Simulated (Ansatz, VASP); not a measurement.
## Two plane-wave programs on AlN

```
Al N
1.0
     0.00000    2.02086    2.02086
     2.02086    0.00000    2.02086
     2.02086    2.02086    0.00000
Al N
1 1
Direct
  0.50000 0.50000 0.50000
  0.00000 0.00000 0.00000
```

Alike in both runs: task single point; functional HSE06; k mesh 6 × 6 × 6; occupations fermi-dirac, width 0.05 eV; no spin polarisation.

|  | VASP | Ansatz |
| --- | --- | --- |
| version | VASP 6.6.1 | Ansatz 0.2.0 |
| potentials or method | VASP PAW PBE potentials, release 64 (Al, N) | Ansatz PAW |
| plane-wave cutoff (eV) | 520 | 420 |
| valence electrons in the cell | 8 | 8 |

Ansatz gave:

```
gap on the k mesh at the Fermi level (eV) : 6.05
least direct gap on the mesh (eV)         : 7.22
pressure (GPa)                            : -2.4
```

Q: What did VASP give for the same quantities?

A: gap on the k mesh at the Fermi level (eV): 5.98; least direct gap on the mesh (eV): 7.22; pressure (GPa): -2.3.

The k mesh is coarse, so the values compare programs but aren't converged.
